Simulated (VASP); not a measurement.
Here is a VASP 6.6.1 calculation.

INCAR

```
ALGO = Normal
EDIFF = 1E-6
ENCUT = 520
GGA = PE
ISIF = 2
ISMEAR = 0
LASPH = True
LCHARG = False
LREAL = False
LWAVE = False
NBANDS = 14
NELM = 80
PREC = Accurate
SIGMA = 0.1
```

KPOINTS

```
k-points
0
Gamma
  18 18 8
```

File POSCAR:

```
CoH4
1.0
    2.6363322946      0.0000000000      0.0000000000
   -1.3181661473      2.2831307400      0.0000000000
    0.0000000000      0.0000000000      5.2073667974
Co H
1 4
Direct
    0.0000000000      0.0000000000      0.0000000000
    0.3333333333      0.6666666667      0.1858572696
    0.3333333333      0.6666666667      0.8141427304
    0.6666666667      0.3333333333      0.8141427304
    0.6666666667      0.3333333333      0.1858572696
```

Potentials or basis: VASP PAW PBE potentials, release 64 (Co, H).

The run is started by

```sh
$ cat potpaw_PBE.64/Co/POTCAR potpaw_PBE.64/H/POTCAR > POTCAR
$ mpirun -np 1 vasp_std > vasp.out
```

(1) Estimate the largest force.

(2) Predict the pressure.

Answers

(1) 0.004 eV/Å.

(2) -0.1 GPa.
